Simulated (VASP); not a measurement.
Wanted: the native input for a VASP 6.6.1 run.

- Task: single point
- Functional: PBEsol
- Potentials or basis: VASP PAW PBE potentials, release 64 (B, N)
- Cutoff: 600 eV
- k mesh: 12 × 12 × 12
- Occupations: gaussian, width 0.02 eV
- Spin: no spin polarisation
- Dipole correction: no
- Further INCAR settings: ALGO = Normal; EDIFF = 1e-06; NBANDS = 11

The structure of BN lies in POSCAR:

```
BN
1.0
    0.0000000000      1.7902744181      1.7902744181
    1.7902744181      0.0000000000      1.7902744181
    1.7902744181      1.7902744181      0.0000000000
B N
1 1
Direct
    0.0000000000      0.0000000000      0.0000000000
    0.7500000000      0.7500000000      0.7500000000
```

The input as run:

INCAR

```
SYSTEM = BN
PREC = Accurate ; ENCUT = 600
EDIFF = 1E-6 ; ISMEAR = 0
SIGMA = 0.02 ; LREAL = .FALSE.
LASPH = .TRUE. ; NELM = 120
ALGO = Normal ; ISIF = 2
LWAVE = .FALSE. ; LCHARG = .FALSE.
GGA = PS ; NBANDS = 11
GGA_COMPAT = .FALSE.
```

KPOINTS

```
Automatic mesh
0
G
  12 12 12
  0 0 0
```

Potentials or basis: VASP PAW PBE potentials, release 64 (B, N).

Command:

```bash
$ cat potpaw_PBE.64/B/POTCAR potpaw_PBE.64/N/POTCAR > POTCAR
$ mpirun -np 1 vasp_std > vasp.out
```

It gave:

```yaml
Pressure: 8.8 GPa
Band_gap_on_the_k_mesh: 4.31 eV, indirect (least direct gap 8.90 eV)
```

Caveat: the PAW data sets were made with another functional, which shifts forces and pressure a little.

Run time: 14 s on 1 thread of Intel Xeon 8259CL (shared host), peak memory 0.12 GiB.
